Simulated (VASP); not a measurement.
Mg2Si, 3 atoms in the cell. Symmetry: Fm-3m, No. 225, cubic system. Conventional cell: a = 6.230 Å, b = 6.230 Å, c = 6.230 Å, α = 90.00°, β = 90.00°, γ = 90.00°. Si (site symmetry m-3m) has 8 Mg at 2.70 Å within 3.6 Å. Within 3.6 Å of Mg (site symmetry -43m) lie 4 Si at 2.70 Å and 6 Mg at 3.12 Å.  This cell differs from its parent crystal: volume changed by -5%.

| Property | Result |
| --- | --- |
| Program | VASP 6.6.1 |
| Task | single point |
| Functional | PBE |
| Potentials or basis | VASP PAW PBE potentials, release 64 (Si, Mg) |
| Cutoff | 600 eV |
| k mesh | 4 × 4 × 4 |
| Occupations | gaussian, width 0.01 eV |
| Spin | no spin polarisation |
| Dipole correction | no |
| Further INCAR settings | ALGO = Normal; EDIFF = 1e-06; NBANDS = 11 |

Potentials or basis: VASP PAW PBE potentials, release 64 (Si, Mg).

Launch:

```sh
$ cat potpaw_PBE.64/Si/POTCAR potpaw_PBE.64/Mg/POTCAR > POTCAR
$ mpirun -np 1 vasp_std > vasp.out
```

Hardware: 1 thread of Intel(R) Xeon(R) 6975P-C (Granite Rapids), on a shared host.

Question: Estimate the wall time of this run.

Answer: Wall time 13 s on 1 thread of Intel(R) Xeon(R) 6975P-C (Granite Rapids), on a shared host, peak memory 0.19 GiB. Counts: scf iterations 13, k points 8.
